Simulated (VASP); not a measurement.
Write the native input for VASP 6.6.1 that does the following.

| Item | Value |
| --- | --- |
| Task | single point |
| Functional | PBE |
| Potentials or basis | VASP PAW PBE potentials, release 64 (Hg, Se) |
| Cutoff | 500 eV |
| k mesh | 12 × 12 × 12 |
| Occupations | gaussian, width 0.1 eV |
| Spin | non-collinear spin, zero start, spin-orbit coupling |
| Starting moments | [[0.0, 0.0, 0.0], [0.0, 0.0, 0.0]] μB |
| Dipole correction | no |
| Further INCAR settings | ALGO = Normal; EDIFF = 1e-06; NBANDS = 30 |

The structure of HgSe (so) lies in POSCAR:

```
HgSe
1.0
    0.0000000000      3.1186026157      3.1186026157
    3.1186026157      0.0000000000      3.1186026157
    3.1186026157      3.1186026157      0.0000000000
Hg Se
1 1
Direct
    0.0000000000      0.0000000000      0.0000000000
    0.2500000000      0.2500000000      0.2500000000
```

The input as run:

INCAR

```
SYSTEM = HgSe
PREC = Accurate
ENCUT = 500
EDIFF = 1E-6
ISMEAR = 0
SIGMA = 0.1
LREAL = .False.
LASPH = .True.
NELM = 200
ALGO = Normal
ISIF = 2
LWAVE = .False.
LCHARG = .False.
LNONCOLLINEAR = .True.
MAGMOM = 0 0 0 0 0 0
LORBIT = 11
LSORBIT = .True.
GGA_COMPAT = .False.
LORBMOM = .True.
GGA = PE
NBANDS = 30
```

KPOINTS

```
Automatic mesh
0
Gamma
  12 12 12
  0 0 0
```

Potentials or basis: VASP PAW PBE potentials, release 64 (Hg, Se).

The run is started by

```sh
$ cat potpaw_PBE.64/Hg/POTCAR potpaw_PBE.64/Se/POTCAR > POTCAR
$ mpirun -np 1 vasp_ncl > vasp.out
```

Results of the run:

```
Pressure                                              : 0.3 GPa
Net moment                                            : 0.00 μB per cell
Valence electrons inside the program's atomic spheres : Hg 10.46; Se 3.77
```

It took 3 min on 1 thread of Intel(R) Xeon(R) 6975P-C (Granite Rapids), with other jobs on the host, peak memory 0.5 GiB.
